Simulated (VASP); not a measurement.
# K2S (Fm-3m) in VASP: electric field gradients with PBE

Aim: the electric field gradients of K2S with PBE.

Everything below comes from runs of VASP 6.6.1. Logs are shortened: lines on timing, memory, paths and dates and some standing lists are left out, and cuts for length are marked.

**1. The cell of the first run**

Symmetry: Fm-3m, No. 225, cubic system. Conventional cell: a = 7.414 Å, b = 7.414 Å, c = 7.414 Å, α = 90.00°, β = 90.00°, γ = 90.00°. Within 4.2 Å of K (site symmetry -43m) lie 4 S at 3.21 Å and 6 K at 3.71 Å. Within 4.2 Å of S (site symmetry m-3m) lie 8 K at 3.21 Å.

**2. Electric field gradients, PBE**

Contents of INCAR:

```
PREC = Accurate
ENCUT = 400
EDIFF = 1E-8
ISMEAR = -1
SIGMA = 0.03
LREAL = False
LASPH = True
NELM = 120
ALGO = Normal
ISIF = 2
LWAVE = False
LCHARG = False
GGA = PE
LEFG = True
NBANDS = 19
GGA_COMPAT = False
```

Contents of KPOINTS:

```
Automatic mesh
0
Gamma
  7 7 7
```

Contents of POSCAR:

```
K2S
1.0
    0.0000000000      3.7069394613      3.7069394613
    3.7069394613      0.0000000000      3.7069394613
    3.7069394613      3.7069394613      0.0000000000
K S
2 1
Direct
    0.7500000000      0.7500000000      0.7500000000
    0.2500000000      0.2500000000      0.2500000000
    0.0000000000      0.0000000000      0.0000000000
```

Potentials or basis: VASP PAW PBE potentials, release 64 (K_sv, S).

The run is started by

```console
> cat potpaw_PBE.64/K_sv/POTCAR potpaw_PBE.64/S/POTCAR > POTCAR
> mpirun -np 1 vasp_std > vasp.out
```

OUTCAR:

```text
PREC = Accurate
   ENCUT = 400
   EDIFF = 1E-8
   ISMEAR = -1
   LREAL = False
   LASPH = True
   NELM = 120
   ISIF = 2
   GGA = PE

 ion  position               nearest neighbor table
   1  0.750  0.750  0.750-   3 3.21   3 3.21   3 3.21   3 3.21   2 3.71   2 3.71   2 3.71   2 3.71
                             2 3.71   2 3.71
   2  0.250  0.250  0.250-   3 3.21   3 3.21   3 3.21   3 3.21   1 3.71   1 3.71   1 3.71   1 3.71
                             1 3.71   1 3.71
   3  0.000  0.000  0.000-   1 3.21   2 3.21   1 3.21   1 3.21   1 3.21   2 3.21   2 3.21   2 3.21

  LATTYP: Found a face centered cubic cell.
 ALAT       =     7.4138789226

  Lattice vectors:

 A1 = (   0.0000000000,   3.7069394613,   3.7069394613)
 A2 = (   3.7069394613,   0.0000000000,   3.7069394613)
 A3 = (   3.7069394613,   3.7069394613,   0.0000000000)

Analysis of symmetry for initial positions (statically):
=====================================================================
 Subroutine PRICEL returns:
 Original cell was already a primitive cell.

 Routine SETGRP: Setting up the symmetry group for a
 face centered cubic supercell.

 Subroutine GETGRP returns: Found 48 space group operations
 (whereof 48 operations were pure point group operations)
 out of a pool of 48 trial point group operations.

The static configuration has the point symmetry O_h .

Analysis of symmetry for dynamics (positions and initial velocities):
=====================================================================
 Subroutine PRICEL returns:
 Original cell was already a primitive cell.

 Routine SETGRP: Setting up the symmetry group for a
 face centered cubic supercell.

 Subroutine GETGRP returns: Found 48 space group operations
 (whereof 48 operations were pure point group operations)
 out of a pool of 48 trial point group operations.

The dynamic configuration has the point symmetry O_h .

 Subroutine INISYM returns: Found 48 space group operations
 (whereof 48 operations are pure point group operations),
 and found     1 'primitive' translations

----------------------------------------------------------------------------------------

                                     Primitive cell

  volume of cell :     101.8771

  direct lattice vectors                    reciprocal lattice vectors
     0.000000000  3.706939461  3.706939461    -0.134882160  0.134882160  0.134882160
     3.706939461  0.000000000  3.706939461     0.134882160 -0.134882160  0.134882160
     3.706939461  3.706939461  0.000000000     0.134882160  0.134882160 -0.134882160

  length of vectors
     5.242404061  5.242404061  5.242404061     0.233622753  0.233622753  0.233622753

  position of ions in fractional coordinates (direct lattice)
     0.750000000  0.750000000  0.750000000
     0.250000000  0.250000000  0.250000000
     0.000000000  0.000000000  0.000000000

  ion indices of the primitive-cell ions
   primitive index   ion index
                 1           1
                 2           2
                 3           3

----------------------------------------------------------------------------------------

 KPOINTS: Automatic mesh

Automatic generation of k-mesh.
 Grid dimensions read from file:
 generate k-points for:    7    7    7

 Generating k-lattice:

  Cartesian coordinates                     Fractional coordinates (reciprocal lattice)
    -0.019268880  0.019268880  0.019268880     0.142857143  0.000000000  0.000000000
     0.019268880 -0.019268880  0.019268880     0.000000000  0.142857143  0.000000000
     0.019268880  0.019268880 -0.019268880     0.000000000  0.000000000  0.142857143

  Length of vectors
     0.033374679  0.033374679  0.033374679

  Shift w.r.t. Gamma in fractional coordinates (k-lattice)
     0.000000000  0.000000000  0.000000000

 Subroutine IBZKPT returns following result:
 ===========================================

 Found     20 irreducible k-points:

 Following reciprocal coordinates:
            Coordinates               Weight
  0.000000  0.000000  0.000000      1.000000
  0.142857  0.000000  0.000000      8.000000
  0.285714  0.000000  0.000000      8.000000
  0.428571  0.000000  0.000000      8.000000
  0.142857  0.142857  0.000000      6.000000
  0.285714  0.142857  0.000000     24.000000
[... 12 lines left out ...]
 -0.428571  0.428571  0.142857     24.000000
 -0.285714  0.428571  0.142857     24.000000
   k-points           NKPTS =     20   k-points in BZ     NKDIM =     20   number of bands    NBANDS=     19
   number of dos      NEDOS =    301   number of ions     NIONS =      3
   total plane-waves  NPLWV =  46656
   dimension x,y,z NGX =    36 NGY =   36 NGZ =   36
   dimension x,y,z NGXF=    72 NGYF=   72 NGZF=   72
   ions per type =               2   1
   NGX,Y,Z   is equivalent  to a cutoff of  11.42, 11.42, 11.42 a.u.
   NGXF,Y,Z  is equivalent  to a cutoff of  22.83, 22.83, 22.83 a.u.
 SYSTEM =  unknown system
   PREC   = accura    normal or accurate (medium, high low for compatibility)
   ISTART =      0    job   : 0-new  1-cont  2-samecut
   ICHARG =      2    charge: 1-file 2-atom 10-const
   ISPIN  =      1    spin polarized calculation?
   LNONCOLLINEAR =      F non collinear calculations
   LSORBIT =      F    spin-orbit coupling
   LASPH  =      T    aspherical Exc in radial PAW
   ENCUT  =  400.0 eV  29.40 Ry    5.42 a.u.   8.55  8.55  8.55*2*pi/ulx,y,z
   NELM   =    120;   NELMIN=  2; NELMDL= -5     # of ELM steps
   EDIFF  = 0.1E-07   stopping-criterion for ELM
   LREAL  =      F    real-space projection
   EDIFFG = 0.1E-06   stopping-criterion for IOM
   NSW    =      0    number of steps for IOM
   IBRION =     -1    ionic relax: 0-MD 1-quasi-New 2-CG
   NFREE  =      0    steps in history (QN), initial steepest desc. (CG)
   ISIF   =      2    stress and relaxation
   ISYM   =      2    0-nonsym 1-usesym 2-fastsym
   POTIM  = 0.5000    time-step for ionic-motion
   TEBEG  =    0.0;   TEEND  =   0.0 temperature during run
   PSTRESS=    0.0 pullay stress
   NELECT =      24.0000    total number of electrons
   NUPDOWN=      -1.0000    fix difference up-down
   EMIN   =  10.00;   EMAX   =-10.00  energy-range for DOS
   EFERMI =   0.00;   METHOD = LEGACY
   ISMEAR =    -1;   SIGMA  =   0.03  broadening in eV -4-tet -1-fermi 0-gaus
   EFERMI_NEDOS =   21; number of points for ismear=-14 and -15
   IALGO  =     38    algorithm
   IMIX   =      4    mixing-type and parameters
     AMIX     =   0.40;   BMIX     =  1.00
     AMIX_MAG =   1.60;   BMIX_MAG =  1.00
  volume/ion in A,a.u.               =      33.96       229.17
  Fermi-wavevector in a.u.,A,eV,Ry     =   1.011082  1.910668 13.909059  1.022287
  Thomas-Fermi vector in A             =   2.144110
   LORBIT       =      0    0 simple, 1 ext, 2 COOP (PROOUT), +10 PAW based schemes
   GGA     = PE    functional components
   LHFCALC =     F    Hartree Fock is set to
   AEXX    =    0.0000 exact exchange contribution
   IVDW    =     0    specifies the selected vdW correction
   LEPSILON=     F    determine dielectric tensor
   LRPA    =     F    only Hartree local field effects (RPA)
 non-spin polarized calculation
  energy-cutoff  :      400.00
  volume of cell :      101.88
 maximum number of plane-waves:      1868
 NGX is ok and might be reduce to    36
   NGX = 17   NGY = 17   NGZ = 17

 number of electron      23.9999997 magnetization

 Free energy of the ion-electron system (eV)
  ---------------------------------------------------
  ext. energy  EPLUGINS =         0.00000000
  ---------------------------------------------------
  free energy    TOTEN  =        -9.41769304 eV

  energy without entropy =       -9.41769304  energy(sigma->0) =       -9.41769304

 E-fermi :   0.3945     XC(G=0):  -7.3239

 val. band max:       -0.3636863715   @ k =  -0.4286   0.4286   0.0000
 cond. band min:       2.0113718128   @ k =   0.0000   0.0000   0.0000
 fundamental gap:      2.3750581843
 Fermi energy:         0.3945402169

 k-point     1 :       0.0000    0.0000    0.0000
  band No.  band energies     occupation
      1     -29.5860      2.00000
      2     -29.5050      2.00000
      3     -13.1784      2.00000
      4     -13.1784      2.00000
      5     -13.1784      2.00000
      6     -12.9434      2.00000
[... 11 lines left out ...]
     18       7.1010      0.00000
     19       8.0280      0.00000

 k-point     2 :       0.1429    0.0000    0.0000
  band No.  band energies     occupation
      1     -29.5818      2.00000
      2     -29.5088      2.00000
      3     -13.1738      2.00000
      4     -13.1683      2.00000
      5     -13.1683      2.00000
      6     -12.9750      2.00000
[... 11 lines left out ...]
     18       7.2182      0.00000
     19       7.6674      0.00000

 k-point     3 :       0.2857    0.0000    0.0000
  band No.  band energies     occupation
      1     -29.5702      2.00000
      2     -29.5197      2.00000
      3     -13.1660      2.00000
      4     -13.1391      2.00000
      5     -13.1391      2.00000
      6     -13.0404      2.00000
[... 11 lines left out ...]
     18       7.3196      0.00000
     19       7.3196      0.00000

 k-point     4 :       0.4286    0.0000    0.0000
  band No.  band energies     occupation
      1     -29.5536      2.00000
      2     -29.5356      2.00000
      3     -13.1665      2.00000
      4     -13.0950      2.00000
      5     -13.0950      2.00000
      6     -13.0831      2.00000
[... 319 lines left out ...]
     18       7.0139      0.00000
     19       7.6437      0.00000

 k-point    19 :      -0.4286    0.4286    0.1429
  band No.  band energies     occupation
      1     -29.5539      2.00000
      2     -29.5345      2.00000
      3     -13.3464      2.00000
      4     -13.2491      2.00000
      5     -13.1758      2.00000
      6     -12.9742      2.00000
[... 11 lines left out ...]
     18       7.2131      0.00000
     19       7.5129      0.00000

 k-point    20 :      -0.2857    0.4286    0.1429
  band No.  band energies     occupation
      1     -29.5458      2.00000
      2     -29.5425      2.00000
      3     -13.3454      2.00000
      4     -13.2516      2.00000
      5     -13.1169      2.00000
      6     -13.0373      2.00000
[... 11 lines left out ...]
     18       7.0345      0.00000
     19       7.5202      0.00000

------------------------ aborting loop because EDIFF is reached ----------------------------------------

  FORCE on cell =-STRESS in cart. coord.  units (eV):
  Direction    XX          YY          ZZ          XY          YZ          ZX
  --------------------------------------------------------------------------------------
  -------------------------------------------------------------------------------------
  Total        0.2695550      0.2695550      0.2695550      0.0000000      0.0000000     -0.0000000
  in kB        4.2391758      4.2391758      4.2391758      0.0000000      0.0000000     -0.0000000
  external PRESSURE =       4.2391758 kB  Pullay stress =       0.0000000 kB

 VOLUME and BASIS-vectors are now :
 -----------------------------------------------------------------------------
  energy-cutoff  :      400.00
  volume of cell :      101.88
      direct lattice vectors                 reciprocal lattice vectors
     0.000000000  3.706939461  3.706939461    -0.134882160  0.134882160  0.134882160
     3.706939461  0.000000000  3.706939461     0.134882160 -0.134882160  0.134882160
     3.706939461  3.706939461  0.000000000     0.134882160  0.134882160 -0.134882160

 POSITION                                       TOTAL-FORCE (eV/Angst)
 -----------------------------------------------------------------------------------
      5.56041      5.56041      5.56041        -0.000000     -0.000000     -0.000000
      1.85347      1.85347      1.85347         0.000000      0.000000      0.000000
      0.00000      0.00000      0.00000         0.000000     -0.000000     -0.000000
 -----------------------------------------------------------------------------------
    total drift:                                0.000000      0.000000      0.000000

  FREE ENERGIE OF THE ION-ELECTRON SYSTEM (eV)
  ---------------------------------------------------
  free  energy   TOTEN  =        -9.4176930359 eV

  energy  without entropy=       -9.4176930359  energy(sigma->0) =       -9.41769304

 Electric field gradients (V/A^2)
---------------------------------------------------------------------
 ion       V_xx      V_yy      V_zz      V_xy      V_xz      V_yz
---------------------------------------------------------------------
   1       0.000     0.000     0.000    -0.000    -0.000    -0.000
   2       0.000     0.000     0.000    -0.000    -0.000    -0.000
   3       0.000     0.000    -0.000     0.000     0.000     0.000
---------------------------------------------------------------------

 Electric field gradients after diagonalization (V/A^2)
 (convention: |V_zz| > |V_xx| > |V_yy|)
----------------------------------------------------------------------
 ion       V_xx      V_yy      V_zz     asymmetry (V_yy - V_xx)/ V_zz
----------------------------------------------------------------------
   1       0.000     0.000    -0.000       0.000
   2       0.000     0.000    -0.000       0.000
   3      -0.000    -0.000     0.001       0.000
----------------------------------------------------------------------

           NMR quadrupolar parameters

 Cq : quadrupolar parameter    Cq=e*Q*V_zz/h
 eta: asymmetry parameters     (V_yy - V_xx)/ V_zz
 Q  : nuclear electric quadrupole moment in mb (millibarn)
----------------------------------------------------------------------
 ion       Cq(MHz)       eta       Q (mb)
----------------------------------------------------------------------
   1      -0.000       0.000       1.000
   2      -0.000       0.000       1.000
   3       0.000       0.000       1.000
----------------------------------------------------------------------
```

Run time: 35 s. Hardware: 1 thread of Intel Xeon 6975P-C, shared host; peak memory 0.2 GiB.

What came out:

| Property | Result |
| --- | --- |
| Free energy | -9.4177 eV |
| Pressure | 0.4 GPa |
| Band gap on the k mesh | 2.38 eV, indirect (least direct gap 2.56 eV) |

Levels at points of the mesh, in eV from the valence-band top:
| k point | band 9 | band 10 | band 11 | band 12 | band 13 | band 14 | band 15 | band 16 |
| --- | --- | --- | --- | --- | --- | --- | --- | --- |
| (0.00, 0.00, 0.00) | -9.61 | -0.19 | -0.19 | -0.19 | 2.38 | 5.47 | 5.47 | 7.46 |

Caveat: without QUAD_EFG the Cq values of the log hold for a quadrupole moment of 1 mb, not for the nuclei. A k mesh can miss the band edges.
